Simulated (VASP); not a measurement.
Runs of VASP 6.6.1 on HfN. The structure is that of space group P6_3/mmc (No. 194), or close to it. The cells are those of the table. 

```csv
cell,gap on the mesh (eV),pressure (GPa)
"a = 3.134, b = 3.134, c = 5.417 Å, angles 90.0, 90.0, 120.0°, 4 atoms",none,-9.8
"a = 3.054, b = 3.054, c = 5.278 Å, angles 90.0, 90.0, 120.0°, 4 atoms",none,(c)
"a = 3.235, b = 3.235, c = 5.592 Å, angles 90.0, 90.0, 120.0°, 4 atoms",none,-29.7
"a = 3.108, b = 3.108, c = 5.371 Å, angles 90.0, 90.0, 120.0°, 4 atoms",none,(a)
"a = 3.026, b = 3.026, c = 5.230 Å, angles 90.0, 90.0, 120.0°, 4 atoms",none,24.4
"a = 3.185, b = 3.185, c = 5.506 Å, angles 90.0, 90.0, 120.0°, 4 atoms",none,-21.1
"a = 3.081, b = 3.081, c = 5.325 Å, angles 90.0, 90.0, 120.0°, 4 atoms",none,5.0
"a = 3.160, b = 3.160, c = 5.462 Å, angles 90.0, 90.0, 120.0°, 4 atoms",none,-15.8
"a = 3.210, b = 3.210, c = 5.549 Å, angles 90.0, 90.0, 120.0°, 4 atoms",none,(b)
```

Alike in all rows: task single point; level LDA; potentials or basis VASP PAW LDA potentials, release 64 (Hf_pv, N); no spin polarisation; k mesh 8 × 8 × 4; cutoff (eV) 520; smearing methfessel-paxton 0.1 eV.

Task: Estimate the missing entries.

Result: (a) -2.9; (b) -25.7; (c) 14.1.

Caveats: spin-orbit coupling is left out, which moves the levels of the heavy elements.

A k mesh can miss the band edges, and the runs leave out spin-orbit coupling on Hf.

A gap of «none» marks levels without a gap at the run's occupations.
